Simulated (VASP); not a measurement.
# CuO (Pm-3m) in VASP: further runs, part 2 of 2

VASP 6.6.1.

## 5. Density of states, PBE

Contents of POSCAR:

```
CuO
1.0
    2.5525506100      0.0000000000      0.0000000000
    0.0000000000      2.5525506100      0.0000000000
    0.0000000000      0.0000000000      2.5525506100
Cu O
1 1
Direct
    0.0000000000      0.0000000000      0.0000000000
    0.5000000000      0.5000000000      0.5000000000
```

Contents of INCAR.step1:

```
SYSTEM = CuO
PREC = Accurate
ENCUT = 520
EDIFF = 1E-6
ISMEAR = -1
SIGMA = 0.05
LREAL = .FALSE.
LASPH = .TRUE.
NELM = 80
ALGO = Normal
ISIF = 2
LWAVE = .FALSE.
LCHARG = .TRUE.
LMAXMIX = 4
GGA = PE
NBANDS = 16
```

Contents of KPOINTS.step1:

```
regular mesh
0
G
  10 10 10
  0 0 0
```

Contents of INCAR.step2:

```
SYSTEM = CuO
PREC = Accurate
ENCUT = 520
EDIFF = 1E-6
ISMEAR = -5
SIGMA = 0.05
LREAL = .FALSE.
LASPH = .TRUE.
NELM = 80
ALGO = Normal
ISIF = 2
LWAVE = .FALSE.
LCHARG = .FALSE.
LMAXMIX = 4
GGA = PE
LORBIT = 11
NBANDS = 16
NEDOS = 2001
ICHARG = 11
```

Contents of KPOINTS.step2:

```
regular mesh
0
G
  15 15 15
  0 0 0
```

Potentials or basis: VASP PAW PBE potentials, release 64 (Cu, O).

Launch:

```console
cat potpaw_PBE.64/Cu/POTCAR potpaw_PBE.64/O/POTCAR > POTCAR
cp INCAR.step1 INCAR
cp KPOINTS.step1 KPOINTS
mpirun -np 1 vasp_std > vasp.out
cp INCAR.step2 INCAR
cp KPOINTS.step2 KPOINTS
mpirun -np 1 vasp_std > vasp.out
```

OUTCAR:

```text
SYSTEM = CuO
   PREC = Accurate
   ENCUT = 520
   EDIFF = 1E-6
   ISMEAR = -5
   LREAL = .FALSE.
   LASPH = .TRUE.
   NELM = 80
   ISIF = 2
   GGA = PE
   LORBIT = 11
   ICHARG = 11

 ion  position               nearest neighbor table
   1  0.000  0.000  0.000-   2 2.21   2 2.21   2 2.21   2 2.21   2 2.21   2 2.21   2 2.21   2 2.21

   2  0.500  0.500  0.500-   1 2.21   1 2.21   1 2.21   1 2.21   1 2.21   1 2.21   1 2.21   1 2.21

  LATTYP: Found a simple cubic cell.
 ALAT       =     2.5525506100

  Lattice vectors:

 A1 = (   2.5525506100,   0.0000000000,   0.0000000000)
 A2 = (   0.0000000000,   2.5525506100,   0.0000000000)
 A3 = (   0.0000000000,   0.0000000000,   2.5525506100)

Analysis of symmetry for initial positions (statically):
=====================================================================
 Subroutine PRICEL returns:
 Original cell was already a primitive cell.

 Routine SETGRP: Setting up the symmetry group for a
 simple cubic supercell.

 Subroutine GETGRP returns: Found 48 space group operations
 (whereof 48 operations were pure point group operations)
 out of a pool of 48 trial point group operations.

The static configuration has the point symmetry O_h .

Analysis of symmetry for dynamics (positions and initial velocities):
=====================================================================
 Subroutine PRICEL returns:
 Original cell was already a primitive cell.

 Routine SETGRP: Setting up the symmetry group for a
 simple cubic supercell.

 Subroutine GETGRP returns: Found 48 space group operations
 (whereof 48 operations were pure point group operations)
 out of a pool of 48 trial point group operations.

The dynamic configuration has the point symmetry O_h .

 Subroutine INISYM returns: Found 48 space group operations
 (whereof 48 operations are pure point group operations),
 and found     1 'primitive' translations

----------------------------------------------------------------------------------------

                                     Primitive cell

  volume of cell :      16.6312

  direct lattice vectors                    reciprocal lattice vectors
     2.552550610  0.000000000  0.000000000     0.391765004  0.000000000  0.000000000
     0.000000000  2.552550610  0.000000000     0.000000000  0.391765004  0.000000000
     0.000000000  0.000000000  2.552550610     0.000000000  0.000000000  0.391765004

  length of vectors
     2.552550610  2.552550610  2.552550610     0.391765004  0.391765004  0.391765004

  position of ions in fractional coordinates (direct lattice)
     0.000000000  0.000000000  0.000000000
     0.500000000  0.500000000  0.500000000

  ion indices of the primitive-cell ions
   primitive index   ion index
                 1           1
                 2           2

----------------------------------------------------------------------------------------

 KPOINTS: regular mesh

Automatic generation of k-mesh.
 Grid dimensions read from file:
 generate k-points for:   15   15   15

 Generating k-lattice:

  Cartesian coordinates                     Fractional coordinates (reciprocal lattice)
     0.026117667  0.000000000  0.000000000     0.066666667  0.000000000  0.000000000
[... 40 lines left out ...]
  0.266667  0.200000  0.000000     24.000000
  0.333333  0.200000  0.000000     24.000000
 [... further k-points ...]
   k-points           NKPTS =    120   k-points in BZ     NKDIM =    120   number of bands    NBANDS=     16
   number of dos      NEDOS =   2001   number of ions     NIONS =      2
   total plane-waves  NPLWV =   8000
   dimension x,y,z NGX =    20 NGY =   20 NGZ =   20
   dimension x,y,z NGXF=    40 NGYF=   40 NGZF=   40
   ions per type =               1   1
   NGX,Y,Z   is equivalent  to a cutoff of  13.03, 13.03, 13.03 a.u.
   NGXF,Y,Z  is equivalent  to a cutoff of  26.05, 26.05, 26.05 a.u.
 SYSTEM =  CuO
   PREC   = accura    normal or accurate (medium, high low for compatibility)
   ISTART =      0    job   : 0-new  1-cont  2-samecut
   ICHARG =     11    charge: 1-file 2-atom 10-const
   ISPIN  =      1    spin polarized calculation?
   LNONCOLLINEAR =      F non collinear calculations
   LSORBIT =      F    spin-orbit coupling
   LASPH  =      T    aspherical Exc in radial PAW
   ENCUT  =  520.0 eV  38.22 Ry    6.18 a.u.   4.75  4.75  4.75*2*pi/ulx,y,z
   NELM   =     80;   NELMIN=  2; NELMDL=  0     # of ELM steps
   EDIFF  = 0.1E-05   stopping-criterion for ELM
   LREAL  =      F    real-space projection
   EDIFFG = 0.1E-04   stopping-criterion for IOM
   NSW    =      0    number of steps for IOM
   IBRION =     -1    ionic relax: 0-MD 1-quasi-New 2-CG
   NFREE  =      0    steps in history (QN), initial steepest desc. (CG)
   ISIF   =      2    stress and relaxation
   ISYM   =      2    0-nonsym 1-usesym 2-fastsym
   POTIM  = 0.5000    time-step for ionic-motion
   TEBEG  =    0.0;   TEEND  =   0.0 temperature during run
   PSTRESS=    0.0 pullay stress
   NELECT =      17.0000    total number of electrons
   NUPDOWN=      -1.0000    fix difference up-down
   EMIN   =  10.00;   EMAX   =-10.00  energy-range for DOS
   EFERMI =   0.00;   METHOD = LEGACY
   ISMEAR =    -5;   SIGMA  =   0.05  broadening in eV -4-tet -1-fermi 0-gaus
   EFERMI_NEDOS =   21; number of points for ismear=-14 and -15
   IALGO  =     38    algorithm
   IMIX   =      4    mixing-type and parameters
     AMIX     =   0.40;   BMIX     =  1.00
     AMIX_MAG =   1.60;   BMIX_MAG =  1.00
  volume/ion in A,a.u.               =       8.32        56.12
  Fermi-wavevector in a.u.,A,eV,Ry     =   1.649112  3.116370 37.001994  2.719570
  Thomas-Fermi vector in A             =   2.738287
   LORBIT       =     11    0 simple, 1 ext, 2 COOP (PROOUT), +10 PAW based schemes
   GGA     = PE    functional components
   LHFCALC =     F    Hartree Fock is set to
   AEXX    =    0.0000 exact exchange contribution
   IVDW    =     0    specifies the selected vdW correction
   LEPSILON=     F    determine dielectric tensor
   LRPA    =     F    only Hartree local field effects (RPA)
 non-spin polarized calculation
 Fermi weights with tetrahedron method with Bloechl corrections
  energy-cutoff  :      520.00
  volume of cell :       16.63
 maximum number of plane-waves:       462
 NGX is ok and might be reduce to    20

 number of electron      16.9999977 magnetization

 Free energy of the ion-electron system (eV)
  ---------------------------------------------------
  ext. energy  EPLUGINS =         0.00000000
  ---------------------------------------------------
  free energy    TOTEN  =        -8.50526532 eV

  energy without entropy =       -8.50526532  energy(sigma->0) =       -8.50526532

 E-fermi :   7.6966     XC(G=0): -13.3482

 val. band max:        7.7892107705   @ k =   0.4000   0.4000   0.4000
 cond. band min:       7.7085068250   @ k =   0.4667   0.4000   0.2000
 fundamental gap:     -0.0807039455
 Fermi energy:         7.6966254199

 k-point     1 :       0.0000    0.0000    0.0000
  band No.  band energies     occupation
      1     -12.4325      2.00000
      2       4.0111      2.00000
      3       4.0111      2.00000
      4       5.5980      2.00000
      5       5.5980      2.00000
      6       5.5980      2.00000
[... 433 lines left out ...]
      3       3.1381      2.00000
      4       4.4061      2.00000
      5       4.6050      2.00000
      6       5.7584      2.00000
[... 8 lines left out ...]
     15      33.8392      0.00000
     16      35.7165      0.00000

 [... further k-points ...]

------------------------ aborting loop because EDIFF is reached ----------------------------------------

  FORCE on cell =-STRESS in cart. coord.  units (eV):
  Direction    XX          YY          ZZ          XY          YZ          ZX
  --------------------------------------------------------------------------------------
  -------------------------------------------------------------------------------------
  Total        2.1550100      2.1550100      2.1550100      0.0000000      0.0000000     -0.0000000
  in kB      207.6045112    207.6045112    207.6045112      0.0000000      0.0000000     -0.0000000
  external PRESSURE =     207.6045112 kB  Pullay stress =       0.0000000 kB

 VOLUME and BASIS-vectors are now :
 -----------------------------------------------------------------------------
  energy-cutoff  :      520.00
  volume of cell :       16.63
      direct lattice vectors                 reciprocal lattice vectors
     2.552550610  0.000000000  0.000000000     0.391765004  0.000000000  0.000000000
     0.000000000  2.552550610  0.000000000     0.000000000  0.391765004  0.000000000
     0.000000000  0.000000000  2.552550610     0.000000000  0.000000000  0.391765004

 POSITION                                       TOTAL-FORCE (eV/Angst)
 -----------------------------------------------------------------------------------
      0.00000      0.00000      0.00000         0.000000      0.000000      0.000000
      1.27628      1.27628      1.27628         0.000000      0.000000      0.000000
 -----------------------------------------------------------------------------------
    total drift:                                0.000000      0.000000      0.000000

  FREE ENERGIE OF THE ION-ELECTRON SYSTEM (eV)
  ---------------------------------------------------
  free  energy   TOTEN  =        -8.5052653208 eV

  energy  without entropy=       -8.5052653208  energy(sigma->0) =       -8.50526532

 total charge

# of ion       s       p       d       tot
------------------------------------------
    1        0.312   0.351   9.186   9.848
    2        1.600   3.317   0.000   4.917
--------------------------------------------------
tot          1.912   3.667   9.186  14.765
```

Run time: 27 s. Hardware: 1 thread of AMD EPYC 7R43 (Zen 3), shared host; peak memory 0.11 GiB.

Results:

* Valence electrons inside the program's atomic spheres: Cu 9.85; O 4.92

Caveat: an odd number of electrons without spin polarisation forces a metal; a magnetic or distorted state may lie lower; semilocal functionals often make such compounds metallic where correlation or magnetic order opens a gap, which also shifts bond lengths; tetrahedron occupations give inexact forces and stress in metals.

## 6. Overview

```tsv
task	level	spin	U	k mesh	smearing	k mesh for the DOS	occupations for the DOS	gap on the mesh (eV)	pressure (GPa)
single point	PBE+U	collinear, ferromagnetic start	Cu d U = 6.0 eV	7 × 7 × 7	gaussian 0.05 eV	-	-	none	16.6
electric field gradients	PBE	off	-	10 × 10 × 10	fermi-dirac 0.05 eV	-	-	none	21.1
density of states	PBE	off	-	10 × 10 × 10	fermi-dirac 0.05 eV	15 × 15 × 15	tetrahedron	-	-
```

Alike in all rows: potentials or basis VASP PAW PBE potentials, release 64 (Cu, O); cell as given; cutoff (eV) 520.

Caveats: an odd number of electrons without spin polarisation forces a metal (some runs); a magnetic or distorted state may lie lower (some runs); semilocal functionals often make such compounds metallic where correlation or magnetic order opens a gap, which also shifts bond lengths (some runs); a cell with one magnetic atom can't hold antiferromagnetic order, which such compounds often take (some runs); tetrahedron occupations give inexact forces and stress in metals (some runs).

Absolute energies hang on the potentials; compare differences alone.
